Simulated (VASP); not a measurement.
**Se: single point with PBE**

The system is Se.

```xyz
2
Lattice="3.6092 0.0000 0.0000 -1.8046 3.1257 0.0000 0.0000 0.0000 3.7356" Properties=species:S:1:pos:R:3 pbc="T T T"
Se    0.0000    2.0838    0.9339
Se    1.8046    1.0419    2.8017
```

This isn't the form of Se at room conditions, which is trigonal, of chains.

- Program: VASP 6.6.1
- Task: single point
- Functional: PBE
- Potentials or basis: VASP PAW PBE potentials, release 64 (Se)
- Cutoff: 520 eV
- k mesh: 19 × 19 × 10
- Occupations: fermi-dirac, width 0.03 eV
- Spin: no spin polarisation
- Dipole correction: no
- Further INCAR settings: ALGO = Normal; EDIFF = 1e-06; NBANDS = 13

```yaml
Pressure: 4.7 GPa
Band_gap_on_the_k_mesh: zero (bands 6 and 7 overlap by 2.12 eV)
```

Stress tensor (GPa, compression positive):
```
3.85 0.00 0.00
0.00 3.85 0.00
0.00 0.00 6.43
```

Levels at points of the mesh, in eV from the Fermi level:
```tsv
k point	band 4	band 5	band 6	band 7	band 8	band 9
(0.00, 0.00, 0.00)	-2.56	-2.56	0.78	0.78	3.61	3.90
(0.00, 0.00, 0.50)	-1.06	-0.76	-0.76	-0.76	-0.76	7.96
```

It took 32 s on 1 thread of Intel(R) Xeon(R) 6975P-C (Granite Rapids), with other jobs on the host, peak memory 0.23 GiB.

Caveat: the cell stands under pressure.
